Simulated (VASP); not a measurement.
# BN (Cm) in VASP: notebook, part 2 of 2

VASP 6.6.1. Earlier steps stand in the parts before.

### 4 Single point, PBE+D3(BJ) (atom 1 (B) moved by +0.480 Å along [1 2 0] and -0.192 Å along [0 0 1])

INCAR reads:

```
PREC = Accurate
ENCUT = 520
EDIFF = 1E-7
ISMEAR = 0
SIGMA = 0.05
LREAL = F
LASPH = T
NELM = 60
ALGO = Normal
ISIF = 2
LWAVE = F
LCHARG = T
GGA = PE
IVDW = 12
LELF = T
LVHAR = T
NBANDS = 16
```

KPOINTS reads:

```
regular mesh
0
Gamma
  12 12 4
```

POSCAR reads:

```
BN
1.0
    2.5061233057      0.0000000000      0.0000000000
   -1.2530616528      2.1703664477      0.0000000000
    0.0000000000      0.0000000000      6.5973571420
B N
2 2
Direct
    0.1105804046      0.2211608093      0.4708974373
    0.3333333333      0.6666666667      0.0000000000
    0.0000000000      0.0000000000      0.0000000000
    0.6666666667      0.3333333333      0.5000000000
```

Potentials or basis: VASP PAW PBE potentials, release 64 (B, N).

On the command line:

```sh
$ cat potpaw_PBE.64/B/POTCAR potpaw_PBE.64/N/POTCAR > POTCAR
$ mpirun -np 1 vasp_std > vasp.out
```

OUTCAR:

```text
PREC = Accurate
   ENCUT = 520
   EDIFF = 1E-7
   ISMEAR = 0
   LREAL = F
   LASPH = T
   NELM = 60
   ISIF = 2
   GGA = PE
   IVDW = 12
 IVDW          = 12

 ion  position               nearest neighbor table
   1  0.111  0.221  0.471-   4 1.29   4 1.29   4 1.94
   2  0.333  0.667  0.000-   3 1.45   3 1.45   3 1.45
   3  0.000  0.000  0.000-   2 1.45   2 1.45   2 1.45
   4  0.667  0.333  0.500-   1 1.29   1 1.29   1 1.94

  LATTYP: Found a hexagonal cell.
 ALAT       =     2.5061233057
[... 652 lines left out ...]

 Edisp (eV)   -0.57363

 E8    (eV) :    -0.1683

  FORCE on cell =-STRESS in cart. coord.  units (eV):
  Direction    XX          YY          ZZ          XY          YZ          ZX
  --------------------------------------------------------------------------------------
  -------------------------------------------------------------------------------------
  Total       9.18544     4.48194    -0.27756     0.00000     0.78732     0.00000
  in kB     410.11421   200.11105   -12.39252     0.00000    35.15233     0.00000
  external pressure =      199.28 kB  Pullay stress =        0.00 kB

 VOLUME and BASIS-vectors are now :
 -----------------------------------------------------------------------------
  energy-cutoff  :      520.00
  volume of cell :       35.88
      direct lattice vectors                 reciprocal lattice vectors
     2.506123306  0.000000000  0.000000000     0.399022665  0.230375843  0.000000000
    -1.253061653  2.170366448  0.000000000     0.000000000  0.460751686  0.000000000
     0.000000000  0.000000000  6.597357142     0.000000000  0.000000000  0.151575847

 POSITION                                       TOTAL-FORCE (eV/Angst)
 -----------------------------------------------------------------------------------
     -0.00000      0.48000      3.10668        -0.000000     -4.300951      0.823267
     -0.00000      1.44691      0.00000         0.000000      0.004361     -0.166469
      0.00000      0.00000      0.00000         0.000000      0.015950      0.135362
      1.25306      0.72346      3.29868         0.000000      4.280640     -0.792160
 -----------------------------------------------------------------------------------
    total drift:                                0.000001      0.000064     -0.000206

  FREE ENERGIE OF THE ION-ELECTRON SYSTEM (eV)
  ---------------------------------------------------
  free  energy   TOTEN  =       -33.3465572220 eV

  energy  without entropy=      -33.3465572220  energy(sigma->0) =      -33.34655722
```

stdout:

```text
POSCAR found type information on POSCAR B N
 POSCAR found :  2 types and       4 ions
 scaLAPACK will be used
 LDA part: xc-table for (Slater+PW92), standard interpolation
 POSCAR, INCAR and KPOINTS ok, starting setup
 FFT: planning ... GRIDC
 FFT: planning ... GRID_SOFT
 FFT: planning ... GRID
 WAVECAR not read
 entering main loop
```

Wall time 44 s (1 thread of Intel Xeon 6975P-C (Granite Rapids), shared host); peak memory 0.21 GiB.

What came out:

```
Free energy                : -33.3466 eV
Pressure                   : 19.9 GPa
Largest force              : 4.379 eV/Å
Band gap on the k mesh     : 1.31 eV, indirect (least direct gap 2.70 eV)
Dispersion energy per atom : -0.143 eV
```

Forces in eV/Å, atoms in the order of the input:
```
B    0.000 -4.301  0.823
B    0.000  0.004 -0.166
N    0.000  0.016  0.135
N    0.000  4.281 -0.792
```

Levels at points of the mesh, in eV from the valence-band top:
| k point | band 5 | band 6 | band 7 | band 8 | band 9 | band 10 | band 11 | band 12 |
| --- | --- | --- | --- | --- | --- | --- | --- | --- |
| (0.00, 0.00, 0.00) | -6.27 | -3.65 | -3.65 | 0.00 | 2.70 | 7.49 | 8.22 | 9.26 |
| (0.50, 0.00, 0.00) | -6.44 | -3.42 | -3.02 | -2.60 | 1.39 | 2.90 | 3.90 | 7.41 |
| (0.00, 0.50, 0.00) | -8.85 | -6.44 | -4.48 | -3.21 | 2.49 | 6.31 | 7.30 | 7.69 |
| (0.00, 0.00, 0.50) | -7.28 | -3.65 | -3.65 | 0.00 | 4.48 | 5.79 | 7.86 | 9.26 |
| (0.50, 0.00, 0.50) | -6.44 | -3.31 | -2.97 | -2.61 | 1.31 | 2.39 | 4.01 | 7.61 |
| (0.00, 0.50, 0.50) | -8.85 | -6.44 | -4.38 | -3.22 | 2.34 | 5.76 | 7.48 | 7.96 |

Caveat: the cell differs from its parent crystal (atom 1 (B) moved by +0.480 Å along [1 2 0] and -0.192 Å along [0 0 1]); forces of over 1 eV/Å act on the atoms, so gaps and moduli don't describe the material at rest. A k mesh can miss the band edges.

### 5 Single point, PBE+D3(BJ) (atom 1 (B) moved by -0.384 Å along [1 2 0] and -0.288 Å along [0 0 1])

INCAR reads:

```
PREC     = Accurate       # precision mode
ENCUT    = 520            # plane-wave cutoff, eV
EDIFF    = 1E-6           # SCF threshold, eV
ISMEAR   = 0              # smearing method
SIGMA    = 0.05           # smearing width, eV
LREAL    = False          # projectors in reciprocal space
LASPH    = True           # aspherical terms in the spheres
NELM     = 80             # most SCF steps
ALGO     = Normal         # electronic algorithm
ISIF     = 2              # what is computed and relaxed
LWAVE    = False          # write WAVECAR
LCHARG   = False          # write CHGCAR
GGA      = PE             # functional
IVDW     = 12             # dispersion correction
NBANDS   = 16             # bands
```

KPOINTS reads:

```
Automatic mesh
0
Gamma
  12 12 4
```

Edit POSCAR of step 4 so:

```diff
@@ -8,3 +8,3 @@
 Direct
-    0.1105804046      0.2211608093      0.4708974373
+   -0.0884643237     -0.1769286474      0.4563461559
     0.3333333333      0.6666666667      0.0000000000
```

On the command line:

```sh
$ cat potpaw_PBE.64/B/POTCAR potpaw_PBE.64/N/POTCAR > POTCAR
$ mpirun -np 1 vasp_std > vasp.out
```

Wall time 39 s (1 thread of Intel Xeon 6975P-C (Granite Rapids), shared host); peak memory 0.21 GiB.

It converged, with:

- Free energy: -31.0872 eV
- Pressure: 34.8 GPa
- Largest force: 28.395 eV/Å
- Band gap on the k mesh: 1.43 eV, indirect (least direct gap 2.66 eV)
- Dispersion energy per atom: -0.143 eV

Forces on the atoms (eV/Å):
```
B     0.000  28.319  -2.057
B     0.000  -0.008  -0.240
N     0.000   0.007   0.200
N     0.000 -28.318   2.097
```

Stress tensor (GPa, compression positive):
```
  2.14   0.00   0.00
  0.00 100.47 -36.28
  0.00 -36.28   1.73
```

Levels at points of the mesh, in eV from the valence-band top:
| k point | band 4 | band 5 | band 6 | band 7 | band 8 | band 9 | band 10 | band 11 | band 12 | band 13 |
| --- | --- | --- | --- | --- | --- | --- | --- | --- | --- | --- |
| (0.00, 0.00, 0.00) | -6.08 | -5.56 | -3.63 | -3.63 | 0.00 | 2.66 | 6.92 | 7.78 | 9.27 | 9.29 |
| (0.50, 0.00, 0.00) | -9.88 | -6.42 | -5.03 | -3.96 | -3.07 | 2.39 | 4.23 | 5.01 | 7.52 | 10.56 |
| (0.00, 0.50, 0.00) | -10.08 | -6.42 | -4.21 | -3.36 | -2.96 | 1.70 | 2.81 | 7.49 | 8.93 | 10.05 |
| (0.00, 0.00, 0.50) | -7.00 | -5.52 | -3.63 | -3.63 | 0.00 | 4.17 | 6.07 | 6.92 | 9.28 | 9.29 |
| (0.50, 0.00, 0.50) | -9.90 | -6.42 | -5.04 | -3.79 | -3.15 | 2.38 | 3.84 | 4.97 | 7.67 | 10.77 |
| (0.00, 0.50, 0.50) | -10.09 | -6.42 | -4.21 | -3.27 | -2.87 | 1.43 | 2.58 | 7.63 | 9.19 | 11.21 |

Caveat: the cell differs from its parent crystal (atom 1 (B) moved by -0.384 Å along [1 2 0] and -0.288 Å along [0 0 1]); forces of over 1 eV/Å act on the atoms, so gaps and moduli don't describe the material at rest. A k mesh can miss the band edges.

### 6 Single point, PBE+D3(BJ) (atom 1 (B) moved by +0.384 Å along [1 2 0] and -0.480 Å along [0 0 1])

INCAR reads:

```
SYSTEM = BN
PREC = Accurate
ENCUT = 520
EDIFF = 1E-6
ISMEAR = 0
SIGMA = 0.05
LREAL = .False.
LASPH = .True.
NELM = 80
ALGO = Normal
ISIF = 2
LWAVE = .False.
LCHARG = .True.
GGA = PE
IVDW = 12
LELF = .True.
LVHAR = .True.
NBANDS = 16
```

KPOINTS reads:

```
Automatic mesh
0
Gamma
  12 12 4
  0 0 0
```

Edit POSCAR of step 5 so:

```diff
@@ -8,3 +8,3 @@
 Direct
-   -0.0884643237     -0.1769286474      0.4563461559
+    0.0884643237      0.1769286474      0.4272435932
     0.3333333333      0.6666666667      0.0000000000
```

Potentials or basis: VASP PAW PBE potentials, release 64 (B, N).

On the command line:

```sh
$ cat potpaw_PBE.64/B/POTCAR potpaw_PBE.64/N/POTCAR > POTCAR
$ mpirun -np 1 vasp_std > vasp.out
```

Run time: 40 s. Hardware: 1 thread of Intel Xeon 6975P-C (Granite Rapids), shared host; peak memory 0.21 GiB.

The run converged. Its results:

| Property | Result |
| --- | --- |
| Free energy | -33.0699 eV |
| Pressure | 5.5 GPa |
| Largest force | 5.568 eV/Å |
| Dispersion energy per atom | -0.144 eV |

Forces in eV/Å, atoms in the order of the input:
```
B    0.000 -3.614  4.236
B    0.000  0.000 -0.372
N    0.000  0.041  0.289
N    0.000  3.573 -4.154
```

Stress tensor (GPa, compression positive):
```
 12.64   0.00   0.00
  0.00  14.29   7.22
  0.00   7.22 -10.55
```

Levels at points of the mesh, in eV from the Fermi level:
```tsv
k point	band 5	band 6	band 7	band 8	band 9	band 10	band 11	band 12
(0.00, 0.00, 0.00)	-5.60	-4.96	-4.96	-0.09	0.50	6.17	7.12	7.97
(0.50, 0.00, 0.00)	-7.75	-4.81	-3.73	-3.28	0.09	1.65	4.03	6.28
(0.00, 0.50, 0.00)	-7.75	-7.13	-4.93	-4.09	1.18	2.79	5.82	6.41
(0.00, 0.00, 0.50)	-5.60	-4.96	-4.96	0.00	1.71	5.18	6.54	7.97
(0.50, 0.00, 0.50)	-7.74	-4.70	-3.70	-3.27	0.02	1.21	4.17	6.37
(0.00, 0.50, 0.50)	-7.74	-7.13	-4.74	-4.16	0.93	2.63	5.81	6.69
```

Caveat: the cell differs from its parent crystal (atom 1 (B) moved by +0.384 Å along [1 2 0] and -0.480 Å along [0 0 1]); forces of over 1 eV/Å act on the atoms, so gaps and moduli don't describe the material at rest.
